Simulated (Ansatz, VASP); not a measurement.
Two plane-wave programs on KMgF3

```xyz
5
Lattice="4.1055 0.0000 0.0000 0.0000 4.1055 0.0000 0.0000 0.0000 3.8663" Properties=species:S:1:pos:R:3 pbc="T T T"
K     2.0527    2.0527    1.9332
Mg    0.0000    0.0000    0.0000
F     2.0527    0.0000    0.0000
F     0.0000    2.0527    0.0000
F     0.0000    0.0000    1.9332
```

Change from the starting cell: strain +0.030 along x and y, -0.030 along z, atoms carried along.

Alike in both runs: task single point; functional PBEsol; k mesh 6 × 6 × 6; occupations gaussian, width 0.05 eV; no spin polarisation.

|  | VASP | Ansatz |
| --- | --- | --- |
| version | VASP 6.6.1 | Ansatz 0.2.0 |
| potentials or method | VASP PAW PBE potentials, release 64 (K_sv, Mg, F), cutoff 520 eV | scalar-relativistic, plane waves, PAW |
| valence electrons in the cell | 32 | 40 |

VASP gave:

- gap on the k mesh at the Fermi level (eV): 6.90
- least direct gap on the mesh (eV): 7.22
- pressure (GPa): -1.7
- traceless stress, the component that is largest in VASP (GPa): 3.90

Task: What did Ansatz give for the same quantities?

Result: gap on the k mesh at the Fermi level (eV): 6.92; least direct gap on the mesh (eV): 7.24; pressure (GPa): -1.3; traceless stress, the component that is largest in VASP (GPa): 3.91.

VASP's potentials were made for PBE, not for PBEsol. With one functional, cell and mesh, what is left measures potentials, basis and numerics. VASP's potentials hold 32 valence electrons a cell and Ansatz's 40, so a difference there can come from the potentials and not from the codes.
